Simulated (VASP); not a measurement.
LiInIr, 3 atoms in the cell. The structure is hexagonal, space group P-6m2 (No. 187). Conventional cell: a = 3.637 Å, b = 3.637 Å, c = 2.877 Å, α = 90.00°, β = 90.00°, γ = 120.00°. Within 2.9 Å of Li (site symmetry -6m2) lie 3 Ir at 2.10 Å and 6 In at 2.55 Å and 2 Li at 2.88 Å. In (site symmetry -6m2) has 6 Ir at 2.55 Å and 6 Li at 2.55 Å and 2 In at 2.88 Å within 3.4 Å. Within 2.9 Å of Ir (site symmetry -6m2) lie 3 Li at 2.10 Å and 6 In at 2.55 Å and 2 Ir at 2.88 Å.  This cell differs from its parent crystal: strain -0.1500 x Voigt [1, 1, 0, 0, 0, 0].

```yaml
Program: VASP 6.6.1
Task: single point
Functional: PBEsol
Potentials_or_basis: VASP PAW PBE potentials, release 64 (Li_sv, In_d, Ir)
Cutoff: 520 eV
k_mesh: 12 × 12 × 16
Occupations: gaussian, width 0.15 eV
Spin: no spin polarisation
Dipole_correction: no
Further_INCAR_settings: ALGO = Normal; EDIFF = 1e-07; NBANDS = 20
```

Potentials or basis: VASP PAW PBE potentials, release 64 (Li_sv, In_d, Ir).

Command:

```console
$ cat potpaw_PBE.64/Li_sv/POTCAR potpaw_PBE.64/In_d/POTCAR potpaw_PBE.64/Ir/POTCAR > POTCAR
$ mpirun -np 1 vasp_std > vasp.out
```

Hardware: 1 thread of Intel(R) Xeon(R) Platinum 8259CL CPU @ 2.50GHz (Skylake/Cascade Lake), with other jobs on the host.

**Question.** How long does it take, and how much memory?

**Answer.** Wall time 98 s on 1 thread of Intel(R) Xeon(R) Platinum 8259CL CPU @ 2.50GHz (Skylake/Cascade Lake) (shared host), peak memory 0.25 GiB. Counts: scf iterations 14, k points 171.
